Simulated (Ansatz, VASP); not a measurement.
## WSe2 in VASP and in Ansatz

```xyz
6
Lattice="3.2900 0.0000 0.0000 -1.6450 2.8492 0.0000 0.0000 0.0000 12.9700" Properties=species:S:1:pos:R:3 pbc="T T T"
W     0.0000    1.8995    3.2425
W     1.6450    0.9497    9.7275
Se    0.0000    1.8995    8.0544
Se    1.6450    0.9497    1.5694
Se    0.0000    1.8995   11.4006
Se    1.6450    0.9497    4.9156
```

Alike in both runs: task single point; functional PBEsol; k mesh 12 × 12 × 2; occupations gaussian, width 0.05 eV; no spin polarisation.

```csv
,VASP,Ansatz
version,VASP 6.6.1,Ansatz 0.2.0
potentials or method,"VASP PAW PBE potentials, release 64 (W_sv, Se), cutoff 520 eV","scalar-relativistic, plane waves, PAW"
valence electrons in the cell,52,92
```

```tsv
	VASP	Ansatz	Ansatz less VASP
gap on the k mesh at the Fermi level (eV)	0.93	0.94	+0.005
least direct gap on the mesh (eV)	1.51	1.52	+0.003
pressure (GPa)	-0.8	-1.2	-0.40
traceless stress, the component that is largest in VASP (GPa)	0.82	0.72	-0.093
rms of the force components (eV/Å)	0.034	0.061	+0.0277
```

VASP's potentials were made for PBE, not for PBEsol. Atom by atom the forces differ by 0.028 eV/Å (rms over components). The functional is the same, so the differences come from potentials, cutoffs and numerics. VASP's potentials hold 52 valence electrons a cell and Ansatz's 92, so a difference there can come from the potentials and not from the codes.

Spin-orbit coupling is off throughout.
